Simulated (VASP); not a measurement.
Here is a VASP 6.6.1 calculation.

The input INCAR:

```
ALGO = Normal
EDIFF = 1E-7
ENCUT = 520
GGA = PS
ISIF = 2
ISMEAR = -1
LASPH = T
LCHARG = F
LREAL = F
LWAVE = F
NBANDS = 21
NELM = 60
PREC = Accurate
SIGMA = 0.1
```

KPOINTS

```
k-points
0
Gamma
  15 15 7
```

File POSCAR:

```
W
1.0
    2.7890942875      0.0000000000      0.0000000000
   -1.3945471438      2.4154265065      0.0000000000
    0.0000000000      0.0000000000      4.9566726992
W
2
Direct
    0.3333333333      0.6666666667      0.2500000000
    0.6666666667      0.3333333333      0.7500000000
```

Potentials or basis: VASP PAW PBE potentials, release 64 (W_sv).

Run with:

```console
$ cat potpaw_PBE.64/W_sv/POTCAR > POTCAR
$ mpirun -np 1 vasp_std > vasp.out
```

Problem. Estimate the pressure.

Solution. -10.4 GPa.

Problem. What does it give for the band gap on the k mesh?

Solution. Zero (bands 14 and 15 overlap by 1.56 eV).

Stress tensor (GPa, compression positive):
```
-10.91   0.00   0.00
  0.00 -10.91   0.00
  0.00   0.00  -9.37
```

Caveat: the cell stands under tension; the PAW data sets were made with another functional, which shifts forces and pressure a little; spin-orbit coupling is left out, which moves the levels of the heavy elements.
